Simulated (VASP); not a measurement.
Crystal: V.

```
V
1.0
     2.60429    0.00000    0.00000
    -1.30215    2.25538    0.00000
     0.00000    0.00000    4.72334
V
2
Cartesian
  0.0000 1.5036 1.1808
  1.3021 0.7518 3.5425
```

This isn't the form of V at room conditions, which is bcc.

Base run:

| Property | Result |
| --- | --- |
| Program | VASP 6.6.1 |
| Functional | PBEsol |
| Potentials or basis | VASP PAW PBE potentials, release 64 (V_sv) |
| Cutoff | 520 eV |
| k mesh | 10 × 10 × 5 |
| Occupations | fermi-dirac, width 0.05 eV |
| Spin | collinear spin, ferromagnetic start |
| Starting moments | [2.0, 2.0] μB |
| Fixed moment | 4 μB |

Its results: pressure 9.8 GPa; site moments V +1.69 μB.

**Question.** The run is repeated on the same cell with these changes: fixed moment from 4 μB to 8 μB; moments at the start from [2.0, 2.0] to [4.0, 4.0]. What comes out?

**Answer.** Pressure 58.3 GPa; site moments V +3.29 μB.

Caveats: the PAW data sets were made with another functional, which shifts forces and pressure a little; the total moment is fixed, so each spin has its own Fermi level and the state may be an excited one; the stress differs along the axes, from -8 to 18 GPa (at least some runs); the stress differs along the axes, from 36 to 69 GPa (at least some runs).
